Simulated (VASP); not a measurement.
Write the native input for VASP 6.6.1 that does the following.

```
Task                   : single point
Functional             : LDA
Potentials or basis    : VASP PAW LDA potentials, release 64 (Na_pv)
Cutoff                 : 520 eV
k mesh                 : 12 × 12 × 7
Occupations            : fermi-dirac, width 0.05 eV
Spin                   : no spin polarisation
Dipole correction      : no
Further INCAR settings : ALGO = Normal; EDIFF = 1e-06; NBANDS = 14
```

The structure of Na lies in POSCAR:

```
Na
1.0
    2.9145357345      0.0000000000      0.0000000000
   -1.4572678672      2.5240619863      0.0000000000
    0.0000000000      0.0000000000      4.7215478899
Na
2
Direct
    0.3333333333      0.6666666667      0.2500000000
    0.6666666667      0.3333333333      0.7500000000
```

This isn't the form of Na at room conditions, which is bcc.

These files were run (other wordings do the same):

INCAR

```
SYSTEM = Na
ALGO     = Normal         ! electronic algorithm
EDIFF    = 1E-6           ! SCF threshold, eV
ENCUT    = 520            ! plane-wave cutoff, eV
GGA      = CA             ! functional
ISIF     = 2              ! what is computed and relaxed
ISMEAR   = -1             ! smearing method
LASPH    = .True.         ! aspherical terms in the spheres
LCHARG   = .False.        ! write CHGCAR
LREAL    = .False.        ! projectors in reciprocal space
LWAVE    = .False.        ! write WAVECAR
NBANDS   = 14             ! bands
NELM     = 80             ! most SCF steps
PREC     = Accurate       ! precision mode
SIGMA    = 0.05           ! smearing width, eV
```

KPOINTS

```
k-points
0
Gamma
  12 12 7
  0 0 0
```

Potentials or basis: VASP PAW LDA potentials, release 64 (Na_pv).

Command:

```console
$ cat potpaw_LDA.64/Na_pv/POTCAR > POTCAR
$ mpirun -np 1 vasp_std > vasp.out
```

It gave:

```yaml
Pressure: 20.5 GPa
Band_gap_on_the_k_mesh: zero (bands 7 and 8 overlap by 5.57 eV)
```

Caveat: the cell stands under pressure.

Wall time 21 s on 1 thread of Intel(R) Xeon(R) Platinum 8259CL CPU @ 2.50GHz (Skylake/Cascade Lake) (shared host), peak memory 0.14 GiB.
